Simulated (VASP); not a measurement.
# CrO2 (P4_2/mnm) in VASP: notebook

Runs on CrO2. Level: PBEsol. Tasks: single point.

Program: VASP 6.6.1. These are calculated values, not measurements. Logs are shortened: lines on timing, memory, paths and dates and some standing lists are left out, and cuts for length are marked.

## 1. The cell of the first run

The structure is tetragonal, space group P4_2/mnm (No. 136). Conventional cell: a = 4.421 Å, b = 4.421 Å, c = 2.917 Å, α = 90.00°, β = 90.00°, γ = 90.00°. Within 2.5 Å of Cr (site symmetry mmm) lie 6 O at 1.88 to 1.92 Å. O (site symmetry m2m) has 3 Cr at 1.88 to 1.92 Å and 1 O at 2.49 Å within 2.5 Å.

## 2. Single point, PBEsol, collinear spin, ferromagnetic start

The input, INCAR:

```
PREC     = Accurate       # precision mode
ENCUT    = 520            # plane-wave cutoff, eV
EDIFF    = 1E-6           # SCF threshold, eV
ISMEAR   = -1             # smearing method
SIGMA    = 0.05           # smearing width, eV
LREAL    = False          # projectors in reciprocal space
LASPH    = True           # aspherical terms in the spheres
NELM     = 150            # most SCF steps
ALGO     = Normal         # electronic algorithm
ISIF     = 2              # what is computed and relaxed
LWAVE    = False          # write WAVECAR
LCHARG   = False          # write CHGCAR
ISPIN    = 2              # spin polarisation
MAGMOM   = 3 3 0 0 0 0    # initial moments
LORBIT   = 11             # projections on sites
LMAXMIX  = 4              # l up to which the mixer works
GGA      = PS             # functional
NBANDS   = 37             # bands
```

The input, KPOINTS:

```
Automatic mesh
0
Gamma
  5 5 8
```

The input, POSCAR:

```
CrO2
1.0
    4.4210000000      0.0000000000      0.0000000000
    0.0000000000      4.4210000000      0.0000000000
    0.0000000000      0.0000000000      2.9170000000
Cr O
2 4
Direct
    0.5000000000      0.5000000000      0.5000000000
    0.0000000000      0.0000000000      0.0000000000
    0.8010000000      0.1990000000      0.5000000000
    0.6990000000      0.6990000000      0.0000000000
    0.1990000000      0.8010000000      0.5000000000
    0.3010000000      0.3010000000      0.0000000000
```

Potentials or basis: VASP PAW PBE potentials, release 64 (Cr_pv, O).

On the command line:

```bash
> cat potpaw_PBE.64/Cr_pv/POTCAR potpaw_PBE.64/O/POTCAR > POTCAR
> mpirun -np 1 vasp_std > vasp.out
```

OUTCAR:

```text
PREC = Accurate
   ENCUT = 520
   EDIFF = 1E-6
   ISMEAR = -1
   LREAL = False
   LASPH = True
   NELM = 150
   ISIF = 2
   ISPIN = 2
   LORBIT = 11
   GGA = PS

 ion  position               nearest neighbor table
   1  0.500  0.500  0.500-   3 1.88   5 1.88   4 1.92   6 1.92   4 1.92   6 1.92
   2  0.000  0.000  0.000-   4 1.88   6 1.88   5 1.92   3 1.92   3 1.92   5 1.92
   3  0.801  0.199  0.500-   1 1.88   2 1.92   2 1.92
   4  0.699  0.699  0.000-   2 1.88   1 1.92   1 1.92
   5  0.199  0.801  0.500-   1 1.88   2 1.92   2 1.92
   6  0.301  0.301  0.000-   2 1.88   1 1.92   1 1.92

  LATTYP: Found a simple tetragonal cell.
 ALAT       =     4.4210000000
 C/A-ratio  =     0.6598054739

  Lattice vectors:

 A1 = (   4.4210000000,   0.0000000000,   0.0000000000)
 A2 = (   0.0000000000,   4.4210000000,   0.0000000000)
 A3 = (   0.0000000000,   0.0000000000,   2.9170000000)

Analysis of symmetry for initial positions (statically):
=====================================================================
 Subroutine PRICEL returns:
 Original cell was already a primitive cell.

 Routine SETGRP: Setting up the symmetry group for a
 simple tetragonal supercell.

 Subroutine GETGRP returns: Found 16 space group operations
 (whereof  8 operations were pure point group operations)
 out of a pool of 16 trial point group operations.

The static configuration has the point symmetry D_2h.
 The point group associated with its full space group is D_4h.

Analysis of symmetry for dynamics (positions and initial velocities):
=====================================================================
 Subroutine PRICEL returns:
 Original cell was already a primitive cell.

 Routine SETGRP: Setting up the symmetry group for a
 simple tetragonal supercell.

 Subroutine GETGRP returns: Found 16 space group operations
 (whereof  8 operations were pure point group operations)
 out of a pool of 16 trial point group operations.

The dynamic configuration has the point symmetry D_2h.
 The point group associated with its full space group is D_4h.

Analysis of structural, dynamic, and magnetic symmetry:
=====================================================================
 Subroutine PRICEL returns:
 Original cell was already a primitive cell.

 Routine SETGRP: Setting up the symmetry group for a
 simple tetragonal supercell.

 Subroutine GETGRP returns: Found 16 space group operations
 (whereof  8 operations were pure point group operations)
 out of a pool of 16 trial point group operations.

The overall configuration has the point symmetry D_2h.
 The point group associated with its full space group is D_4h.

 Subroutine INISYM returns: Found 16 space group operations
 (whereof  8 operations are pure point group operations),
 and found     1 'primitive' translations

----------------------------------------------------------------------------------------

                                     Primitive cell

  volume of cell :      57.0135

  direct lattice vectors                    reciprocal lattice vectors
     4.421000000  0.000000000  0.000000000     0.226193169  0.000000000  0.000000000
     0.000000000  4.421000000  0.000000000     0.000000000  0.226193169  0.000000000
     0.000000000  0.000000000  2.917000000     0.000000000  0.000000000  0.342817964

  length of vectors
     4.421000000  4.421000000  2.917000000     0.226193169  0.226193169  0.342817964

  position of ions in fractional coordinates (direct lattice)
     0.500000000  0.500000000  0.500000000
     0.000000000  0.000000000  0.000000000
     0.801000000  0.199000000  0.500000000
     0.699000000  0.699000000  0.000000000
     0.199000000  0.801000000  0.500000000
     0.301000000  0.301000000  0.000000000

  ion indices of the primitive-cell ions
   primitive index   ion index
                 1           1
                 2           2
                 3           3
                 4           4
                 5           5
                 6           6

----------------------------------------------------------------------------------------

 KPOINTS: Automatic mesh
[... 30 lines left out ...]
  0.400000  0.400000  0.000000      4.000000
[... 16 lines left out ...]
  0.400000  0.200000  0.375000     16.000000
  0.400000  0.400000  0.375000      8.000000
 [... further k-points ...]
   k-points           NKPTS =     30   k-points in BZ     NKDIM =     30   number of bands    NBANDS=     37
   number of dos      NEDOS =    301   number of ions     NIONS =      6
   total plane-waves  NPLWV =  31104
   dimension x,y,z NGX =    36 NGY =   36 NGZ =   24
   dimension x,y,z NGXF=    72 NGYF=   72 NGZF=   48
   ions per type =               2   4
   NGX,Y,Z   is equivalent  to a cutoff of  13.54, 13.54, 13.68 a.u.
   NGXF,Y,Z  is equivalent  to a cutoff of  27.07, 27.07, 27.36 a.u.
 SYSTEM =  unknown system
   PREC   = accura    normal or accurate (medium, high low for compatibility)
   ISTART =      0    job   : 0-new  1-cont  2-samecut
   ICHARG =      2    charge: 1-file 2-atom 10-const
   ISPIN  =      2    spin polarized calculation?
   LNONCOLLINEAR =      F non collinear calculations
   LSORBIT =      F    spin-orbit coupling
   LASPH  =      T    aspherical Exc in radial PAW
   ENCUT  =  520.0 eV  38.22 Ry    6.18 a.u.   8.22  8.22  5.42*2*pi/ulx,y,z
   NELM   =    150;   NELMIN=  2; NELMDL= -5     # of ELM steps
   EDIFF  = 0.1E-05   stopping-criterion for ELM
   LREAL  =      F    real-space projection
   EDIFFG = 0.1E-04   stopping-criterion for IOM
   NSW    =      0    number of steps for IOM
   IBRION =     -1    ionic relax: 0-MD 1-quasi-New 2-CG
   NFREE  =      0    steps in history (QN), initial steepest desc. (CG)
   ISIF   =      2    stress and relaxation
   ISYM   =      2    0-nonsym 1-usesym 2-fastsym
   POTIM  = 0.5000    time-step for ionic-motion
   TEBEG  =    0.0;   TEEND  =   0.0 temperature during run
   PSTRESS=    0.0 pullay stress
   NELECT =      48.0000    total number of electrons
   NUPDOWN=      -1.0000    fix difference up-down
   EMIN   =  10.00;   EMAX   =-10.00  energy-range for DOS
   EFERMI =   0.00;   METHOD = LEGACY
   ISMEAR =    -1;   SIGMA  =   0.05  broadening in eV -4-tet -1-fermi 0-gaus
   EFERMI_NEDOS =   21; number of points for ismear=-14 and -15
   IALGO  =     38    algorithm
   IMIX   =      4    mixing-type and parameters
     AMIX     =   0.40;   BMIX     =  1.00
     AMIX_MAG =   1.60;   BMIX_MAG =  1.00
  volume/ion in A,a.u.               =       9.50        64.12
  Fermi-wavevector in a.u.,A,eV,Ry     =   1.545834  2.921202 32.512505  2.389602
  Thomas-Fermi vector in A             =   2.651156
   LORBIT       =     11    0 simple, 1 ext, 2 COOP (PROOUT), +10 PAW based schemes
   GGA     = PS    functional components
   LHFCALC =     F    Hartree Fock is set to
   AEXX    =    0.0000 exact exchange contribution
   IVDW    =     0    specifies the selected vdW correction
   LEPSILON=     F    determine dielectric tensor
   LRPA    =     F    only Hartree local field effects (RPA)
 spin polarized calculation
  energy-cutoff  :      520.00
  volume of cell :       57.01
 maximum number of plane-waves:      1567
 NGX is ok and might be reduce to    36
   NGX = 17   NGY = 17   NGZ = 11

 number of electron      48.0000028 magnetization       3.9998051

 Free energy of the ion-electron system (eV)
  ---------------------------------------------------
  ext. energy  EPLUGINS =         0.00000000
  ---------------------------------------------------
  free energy    TOTEN  =       -53.01454237 eV

  energy without entropy =      -52.99940354  energy(sigma->0) =      -53.00697296

 E-fermi :   5.5902     XC(G=0): -12.2041

 val. band max:        5.5697704723   @ k =   0.2000   0.0000   0.2500
 cond. band min:       5.5996258245   @ k =   0.4000   0.4000   0.3750
 fundamental gap:      0.0298553522
 Fermi energy:         5.5902345902

 spin component 1

 k-point     1 :       0.0000    0.0000    0.0000
  band No.  band energies     occupation
      1     -39.2267      1.00000
      2     -39.2267      1.00000
      3     -39.0921      1.00000
      4     -39.0921      1.00000
      5     -39.0086      1.00000
      6     -38.9940      1.00000
[... 925 lines left out ...]
     35      16.7302      0.00000
     36      17.0981      0.00000

 [... further k-points ...]

 spin component 2

 k-point     1 :       0.0000    0.0000    0.0000
  band No.  band energies     occupation
      1     -37.2453      1.00000
      2     -37.2453      1.00000
      3     -36.9016      1.00000
      4     -36.9016      1.00000
      5     -36.6822      1.00000
      6     -36.6647      1.00000
[... 925 lines left out ...]
     35      16.8733      0.00000
     36      17.2176      0.00000

 [... further k-points ...]

 [bands above 36 left out]

------------------------ aborting loop because EDIFF is reached ----------------------------------------

  FORCE on cell =-STRESS in cart. coord.  units (eV):
  Direction    XX          YY          ZZ          XY          YZ          ZX
  --------------------------------------------------------------------------------------
  -------------------------------------------------------------------------------------
  Total       -1.8408709     -1.8408709     -2.6203777      0.0000000      0.0000000      0.0000000
  in kB      -51.7316654    -51.7316654    -73.6371574      0.0000000      0.0000000      0.0000000
  external PRESSURE =     -59.0334960 kB  Pullay stress =       0.0000000 kB

 VOLUME and BASIS-vectors are now :
 -----------------------------------------------------------------------------
  energy-cutoff  :      520.00
  volume of cell :       57.01
      direct lattice vectors                 reciprocal lattice vectors
     4.421000000  0.000000000  0.000000000     0.226193169  0.000000000  0.000000000
     0.000000000  4.421000000  0.000000000     0.000000000  0.226193169  0.000000000
     0.000000000  0.000000000  2.917000000     0.000000000  0.000000000  0.342817964

 POSITION                                       TOTAL-FORCE (eV/Angst)
 -----------------------------------------------------------------------------------
      2.21050      2.21050      1.45850        -0.000000     -0.000000      0.000000
      0.00000      0.00000      0.00000        -0.000000     -0.000000      0.000000
      3.54122      0.87978      1.45850         0.231315     -0.231315     -0.000000
      3.09028      3.09028      0.00000        -0.231315     -0.231315     -0.000000
      0.87978      3.54122      1.45850        -0.231315      0.231315      0.000000
      1.33072      1.33072      0.00000         0.231315      0.231315      0.000000
 -----------------------------------------------------------------------------------
    total drift:                                0.000000      0.000000      0.000000

  FREE ENERGIE OF THE ION-ELECTRON SYSTEM (eV)
  ---------------------------------------------------
  free  energy   TOTEN  =       -53.0145423706 eV

  energy  without entropy=      -52.9994035397  energy(sigma->0) =      -53.00697296

 total charge

# of ion       s       p       d       tot
------------------------------------------
    1        0.361   6.472   4.041  10.874
    2        0.361   6.472   4.041  10.874
    3        1.566   3.443   0.000   5.009
    4        1.566   3.443   0.000   5.009
    5        1.566   3.443   0.000   5.009
    6        1.566   3.443   0.000   5.009
--------------------------------------------------
tot          6.987  26.715   8.082  41.784

 magnetization (x)

# of ion       s       p       d       tot
------------------------------------------
    1        0.021   0.032   2.029   2.082
    2        0.021   0.032   2.029   2.082
    3       -0.003  -0.068   0.000  -0.071
    4       -0.003  -0.068   0.000  -0.071
    5       -0.003  -0.068   0.000  -0.071
    6       -0.003  -0.068   0.000  -0.071
--------------------------------------------------
tot          0.030  -0.209   4.059   3.879
```

Wall time 2.5 min (1 thread of Oxide Virtual Turin-like, shared host); peak memory 0.21 GiB.

What came out:

* Free energy: -53.0145 eV
* Pressure: -5.9 GPa
* Largest force: 0.327 eV/Å
* Band gap on the k mesh: zero (filled and empty bands overlap)
* Net moment: 4.00 μB per cell
* Site moments: Cr +2.08; O -0.07 μB
* Valence electrons inside the program's atomic spheres: Cr 10.87; O 5.01

Forces in eV/Å, atoms in the order of the input:
```
Cr   0.000  0.000  0.000
Cr   0.000  0.000  0.000
O    0.231 -0.231  0.000
O   -0.231 -0.231  0.000
O   -0.231  0.231  0.000
O    0.231  0.231  0.000
```

Stress tensor (GPa, compression positive):
```
-5.17  0.00  0.00
 0.00 -5.17  0.00
 0.00  0.00 -7.36
```

Levels at points of the mesh, in eV from the Fermi level:
Spin up:
```tsv
k point	band 23	band 24	band 25	band 26	band 27	band 28	band 29	band 30
(0.00, 0.00, 0.00)	-1.26	-1.18	-1.15	-1.15	-0.66	1.10	1.20	3.64
(0.00, 0.00, 0.50)	-0.64	-0.64	0.01	0.01	0.74	0.74	2.45	2.45
```
Spin down:
| k point | band 19 | band 20 | band 21 | band 22 | band 23 | band 24 | band 25 | band 26 |
| --- | --- | --- | --- | --- | --- | --- | --- | --- |
| (0.00, 0.00, 0.00) | -1.73 | -1.40 | -1.40 | -0.91 | 0.80 | 0.81 | 1.08 | 1.09 |
| (0.00, 0.00, 0.50) | -3.70 | -3.70 | -2.60 | -2.60 | 1.61 | 1.61 | 2.01 | 2.01 |

Caveat: the cell stands under tension; the PAW data sets were made with another functional, which shifts forces and pressure a little; semilocal functionals often make such compounds metallic where correlation or magnetic order opens a gap, which also shifts bond lengths; the run started ferromagnetic, and an antiferromagnetic order may lie lower in energy.

## 3. Single point, PBEsol, collinear spin, ferromagnetic start

This run uses another cell than the first one, of 8.45 Å³/atom.

The input, INCAR:

```
SYSTEM = CrO2
ALGO     = Normal         ! electronic algorithm
EDIFF    = 1E-6           ! SCF threshold, eV
ENCUT    = 520            ! plane-wave cutoff, eV
GGA      = PS             ! functional
ISIF     = 2              ! what is computed and relaxed
ISMEAR   = -1             ! smearing method
ISPIN    = 2              ! spin polarisation
LASPH    = .True.         ! aspherical terms in the spheres
LCHARG   = .False.        ! write CHGCAR
LMAXMIX  = 4              ! l up to which the mixer works
LORBIT   = 11             ! projections on sites
LREAL    = .False.        ! projectors in reciprocal space
LWAVE    = .False.        ! write WAVECAR
MAGMOM   = 3 3 0 0 0 0    ! initial moments
NBANDS   = 37             ! bands
NELM     = 150            ! most SCF steps
PREC     = Accurate       ! precision mode
SIGMA    = 0.05           ! smearing width, eV
```

The input, KPOINTS:

```
k-points
0
Gamma
  6 6 9
  0 0 0
```

The input, POSCAR:

```
CrO2
1.0
    4.2395675824      0.0000000000      0.0000000000
    0.0000000000      4.2395675824      0.0000000000
    0.0000000000      0.0000000000      2.8222169788
Cr O
2 4
Direct
    0.5000000000      0.5000000000      0.5000000000
    0.0000000000      0.0000000000      0.0000000000
    0.8018937092      0.1981062908      0.5000000000
    0.6981062908      0.6981062908      0.0000000000
    0.1981062908      0.8018937092      0.5000000000
    0.3018937092      0.3018937092      0.0000000000
```

Potentials or basis: VASP PAW PBE potentials, release 64 (Cr_pv, O).

On the command line:

```bash
> cat potpaw_PBE.64/Cr_pv/POTCAR potpaw_PBE.64/O/POTCAR > POTCAR
> mpirun -np 1 vasp_std > vasp.out
```

It took 2.3 min on 1 thread of Oxide Virtual Turin-like, shared host; peak memory 0.23 GiB.

The run converged. Its results:

* Free energy: -52.5918 eV
* Pressure: 30.8 GPa
* Largest force: 0.019 eV/Å
* Band gap on the k mesh: zero (filled and empty bands overlap)
* Net moment: 4.00 μB per cell
* Site moments: Cr +2.00; O -0.03 μB
* Valence electrons inside the program's atomic spheres: Cr 11.24; O 5.09

Forces in eV/Å, atoms in the order of the input:
```
Cr   0.000  0.000  0.000
Cr   0.000  0.000  0.000
O   -0.013  0.013  0.000
O    0.013  0.013  0.000
O    0.013 -0.013  0.000
O   -0.013 -0.013  0.000
```

Stress tensor (GPa, compression positive):
```
30.67  0.00  0.00
 0.00 30.67  0.00
 0.00  0.00 30.98
```

Levels at points of the mesh, in eV from the Fermi level:
Spin up:
```
           k point  band 22  band 23  band 24  band 25  band 26  band 27  band 28  band 29  band 30  band 31
(0.00, 0.00, 0.00)    -1.65    -1.47    -1.30    -1.30    -1.25    -1.03     1.42     1.55     4.20     4.20
(0.50, 0.00, 0.00)    -2.14    -0.82    -0.82    -0.29    -0.29     0.35     0.35     3.76     3.76     3.91
(0.50, 0.50, 0.00)    -2.61    -1.67    -1.67    -1.27    -1.27     0.99     0.99     3.38     3.38     4.17
```
Spin down:
| k point | band 18 | band 19 | band 20 | band 21 | band 22 | band 23 | band 24 | band 25 | band 26 | band 27 |
| --- | --- | --- | --- | --- | --- | --- | --- | --- | --- | --- |
| (0.00, 0.00, 0.00) | -4.08 | -2.08 | -1.69 | -1.69 | -1.20 | 0.51 | 0.56 | 0.84 | 0.84 | 0.91 |
| (0.50, 0.00, 0.00) | -4.99 | -3.52 | -3.52 | -2.16 | -2.16 | 1.34 | 1.34 | 1.64 | 1.64 | 1.96 |
| (0.50, 0.50, 0.00) | -3.99 | -3.04 | -3.04 | -2.59 | -2.59 | 0.57 | 0.57 | 0.87 | 0.87 | 2.37 |

Caveat: the cell stands under pressure; the PAW data sets were made with another functional, which shifts forces and pressure a little; semilocal functionals often make such compounds metallic where correlation or magnetic order opens a gap, which also shifts bond lengths; the run started ferromagnetic, and an antiferromagnetic order may lie lower in energy. With open d or f shells a metallic result of PBEsol can be an artefact of self-interaction; +U or a hybrid may open a gap.

The gap in the log of VASP goes by the Fermi energy; the results here count the filled bands.